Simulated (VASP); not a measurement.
Here is a VASP 6.6.1 calculation.

Contents of INCAR:

```
SYSTEM = Ge
PREC = Accurate ; ENCUT = 520
EDIFF = 1E-6 ; ISMEAR = 0
SIGMA = 0.1 ; LREAL = .False.
LASPH = .True. ; NELM = 60
ALGO = Normal ; ISIF = 2
LWAVE = .False. ; LCHARG = .False.
GGA = CA ; NBANDS = 21
```

The input KPOINTS:

```
Automatic mesh
0
Gamma
  6 6 6
  0 0 0
```

POSCAR

```
Ge
1.0
    0.0000000000      2.8287700000      2.8287700000
    2.8287700000      0.0000000000      2.8287700000
    2.8287700000      2.8287700000      0.0000000000
Ge
2
Direct
    0.5000000000      0.5000000000      0.5000000000
    0.7500000000      0.7500000000      0.7500000000
```

Potentials or basis: VASP PAW LDA potentials, release 64 (Ge_d).

The run is started by

```console
$ cat potpaw_LDA.64/Ge_d/POTCAR > POTCAR
$ mpirun -np 1 vasp_std > vasp.out
```

(1) What does it give for the band gap on the k mesh?

(2) Predict the pressure.

Results:

(1) zero (filled and empty bands touch).

(2) -1.0 GPa.

**Measured values to compare with.**

From “Electronic and optical properties of SixGe1-x-ySny alloys lattice-matched to Ge”, 2021, arxiv:2109.02782, for a bulk crystal of Ge at 300 K: band gap 0.807 eV (direct).

Against the measured gap of Ge, 0.807 eV (direct; 300 K; “Electronic and optical properties of SixGe1-x-ySny alloys lattice-matched to Ge”, 2021, arxiv:2109.02782), the calculated 0.00 eV is off by -0.81 eV. 3 values of this kind are on record (0.666 to 0.807 eV); this one was drawn at random among those near their median. Spin-orbit coupling on Ge is left out. The value is that of LDA on a finite k mesh, which can miss the band edges, without temperature or zero-point motion. Semilocal functionals fall short of measured gaps as a rule.
